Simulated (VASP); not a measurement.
Wanted: the native input for a VASP 6.6.1 run.

| Quantity | Value |
| --- | --- |
| Task | single point |
| Functional | PBE |
| Potentials or basis | VASP PAW PBE potentials, release 64 (In_d, Sb) |
| Cutoff | 500 eV |
| k mesh | 4 × 4 × 4 |
| Occupations | gaussian, width 0.05 eV |
| Spin | no spin polarisation |
| Dipole correction | no |
| Further INCAR settings | ALGO = Normal; EDIFF = 1e-06; NBANDS = 16 |

The structure of InSb lies in POSCAR:

```
InSb
1.0
    0.0000000000      3.2578483799      3.2578483799
    3.2578483799      0.0000000000      3.2578483799
    3.2578483799      3.2578483799      0.0000000000
In Sb
1 1
Direct
    0.0000000000      0.0000000000      0.0000000000
    0.2500000000      0.2500000000      0.2500000000
```

One way to write it, as run:

INCAR

```
  PREC = Accurate
  ENCUT = 500
  EDIFF = 1E-6
  ISMEAR = 0
  SIGMA = 0.05
  LREAL = False
  LASPH = True
  NELM = 120
  ALGO = Normal
  ISIF = 2
  LWAVE = False
  LCHARG = True
  GGA = PE
  LELF = True
  LVHAR = True
  NBANDS = 16
  GGA_COMPAT = False
```

KPOINTS

```
regular mesh
0
Gamma
  4 4 4
```

Potentials or basis: VASP PAW PBE potentials, release 64 (In_d, Sb).

Run with:

```console
$ cat potpaw_PBE.64/In_d/POTCAR potpaw_PBE.64/Sb/POTCAR > POTCAR
$ mpirun -np 1 vasp_std > vasp.out
```

Results of the run:

- Pressure: 2.8 GPa
- Band gap on the k mesh: zero (filled and empty bands touch)

Caveat: the k points lie up to 0.42 Å⁻¹ apart; spin-orbit coupling is left out, which moves the levels of the heavy elements.

Run time: 12 s on 1 thread of Intel(R) Xeon(R) Platinum 8259CL CPU @ 2.50GHz (Skylake/Cascade Lake) (shared host), peak memory 0.2 GiB.
